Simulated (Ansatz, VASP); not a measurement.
**Two plane-wave programs on AlGaC4N4**

File INCAR:

```
SYSTEM = AlGaC4N4
PREC     = Accurate       ! precision mode
ENCUT    = 520            ! plane-wave cutoff, eV
EDIFF    = 1E-6           ! SCF threshold, eV
ISMEAR   = 0              ! smearing method
SIGMA    = 0.1            ! smearing width, eV
LREAL    = .FALSE.        ! projectors in reciprocal space
LASPH    = .TRUE.         ! aspherical terms in the spheres
NELM     = 150            ! most SCF steps
ALGO     = Normal         ! electronic algorithm
ISIF     = 2              ! what is computed and relaxed
LWAVE    = .FALSE.        ! write WAVECAR
LCHARG   = .FALSE.        ! write CHGCAR
ISPIN    = 2              ! spin polarisation
MAGMOM   = 0 0 1 1 1 1 1 1 1 1 ! initial moments
LORBIT   = 11             ! projections on sites
GGA      = PE             ! functional
NBANDS   = 41             ! bands
```

The input KPOINTS:

```
regular mesh
0
G
  4 4 4
  0 0 0
```

The input POSCAR:

```
AlGaC4N4
1.0
    4.5028974900     -5.0300000000      0.0000000000
    4.5028974900      5.0300000000      0.0000000000
   -1.6934953100      0.0000000000      4.1723086400
Al Ga C N
1 1 4 4
Direct
    0.0000000000      0.0000000000      0.0000000000
    0.5000000000      0.5000000000      0.0000000000
    0.1863817100      0.8136182900      0.0000000000
    0.8136182900      0.1863817100      0.0000000000
    0.1863817100      0.1863817100      0.3727634200
    0.8136182900      0.8136182900      0.6272365800
    0.3026839000      0.6973161000      0.0000000000
    0.6973161000      0.3026839000      0.0000000000
    0.3026839000      0.3026839000      0.6053677900
    0.6973161000      0.6973161000      0.3946322100
```

Input for Ansatz:

```yaml
crystal:
  lattice:
    - [4.50289749, -5.03, 0.0]
    - [4.50289749, 5.03, 0.0]
    - [-1.69349531, 0.0, 4.17230864]
  atoms:
    - { symbol: Al, position: [0.0, 0.0, 0.0] }
    - { symbol: Ga, position: [0.5, 0.5, 0.0] }
    - { symbol: C, position: [0.18638171, 0.81361829, 0.0], spin: 1.0 }
    - { symbol: C, position: [0.81361829, 0.18638171, 0.0], spin: 1.0 }
    - { symbol: C, position: [0.18638171, 0.18638171, 0.37276342], spin: 1.0 }
    - { symbol: C, position: [0.81361829, 0.81361829, 0.62723658], spin: 1.0 }
    - { symbol: "N", position: [0.3026839, 0.6973161, 0.0], spin: 1.0 }
    - { symbol: "N", position: [0.6973161, 0.3026839, 0.0], spin: 1.0 }
    - { symbol: "N", position: [0.3026839, 0.3026839, 0.60536779], spin: 1.0 }
    - { symbol: "N", position: [0.6973161, 0.6973161, 0.39463221], spin: 1.0 }
basis:
  ecutwfc: 420
kpoints:
  mp_grid: { grid: [4, 4, 4] }
hamiltonian:
  xc: pbe
scf:
  occupations: { method: gaussian, width: 0.1 }
  lower_state_search: "off"
output:
  forces: true
  stress: true
  eigenvalues: true
  populations: true
magnetization:
  spin_polarized: true
```

Alike in both runs: task single point; functional PBE; k mesh 4 × 4 × 4; occupations gaussian, width 0.1 eV; collinear spin.

|  | VASP | Ansatz |
| --- | --- | --- |
| version | VASP 6.6.1 | Ansatz 0.2.0 |
| potentials or method | VASP PAW PBE potentials, release 64 (Al, Ga_d, C, N), cutoff 520 eV | scalar-relativistic, plane waves, PAW |
| valence electrons in the cell | 52 | 52 |

```csv
,VASP,Ansatz,Ansatz less VASP
gap on the k mesh at the Fermi level (eV),none,none,-
pressure (GPa),3.8,3.5,-0.36
"traceless stress, the component that is largest in VASP (GPa)",2.64,2.33,-0.302
rms of the force components (eV/Å),0.883,0.800,-0.0836
net moment per atom (μB),0.00,0.00,0.000
```

Atom by atom the forces differ by 0.192 eV/Å (rms over components). A gap of «none» marks a metal or a gap that the smearing closes. With one functional, cell and mesh, what is left measures potentials, basis and numerics. Ansatz's warnings: seeded moment not kept.

The k mesh is coarse, so the values compare programs but aren't converged. Noted on VASP's run: the standard files for N, O and F lose accuracy on very short bonds.
